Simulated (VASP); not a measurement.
Write the native input for VASP 6.6.1 that does the following.

```
Task                   : single point
Functional             : PBE
Potentials or basis    : VASP PAW PBE potentials, release 64 (Zr_sv)
Cutoff                 : 520 eV
k mesh                 : 8 × 8 × 11
Occupations            : fermi-dirac, width 0.08 eV
Spin                   : no spin polarisation
Dipole correction      : no
Further INCAR settings : ALGO = Normal; EDIFF = 1e-06; NBANDS = 25
```

The structure of Zr lies in POSCAR:

```
Zr
1.0
    4.7285170252      0.0000000000      0.0000000000
   -2.3642585126      4.0950158660      0.0000000000
    0.0000000000      0.0000000000      2.9475643727
Zr
3
Direct
    0.0000000000      0.0000000000      0.0000000000
    0.3333333333      0.6666666667      0.5000000000
    0.6666666667      0.3333333333      0.5000000000
```

These files were run (other wordings do the same):

INCAR

```
SYSTEM = Zr
  PREC = Accurate
  ENCUT = 520
  EDIFF = 1E-6
  ISMEAR = -1
  SIGMA = 0.08
  LREAL = .FALSE.
  LASPH = .TRUE.
  NELM = 100
  ALGO = Normal
  ISIF = 2
  LWAVE = .FALSE.
  LCHARG = .FALSE.
  GGA = PE
  NBANDS = 25
```

KPOINTS

```
Automatic mesh
0
G
  8 8 11
  0 0 0
```

Potentials or basis: VASP PAW PBE potentials, release 64 (Zr_sv).

Command:

```console
$ cat potpaw_PBE.64/Zr_sv/POTCAR > POTCAR
$ mpirun -np 1 vasp_std > vasp.out
```

It gave:

| Quantity | Value |
| --- | --- |
| Pressure | 26.0 GPa |
| Band gap on the k mesh | zero (band 18 reaches 11.67 eV, above the bottom of band 19 at 10.87 eV) |

It took 26 s on 1 thread of Intel(R) Xeon(R) 6975P-C (Granite Rapids) (shared host), peak memory 0.21 GiB.
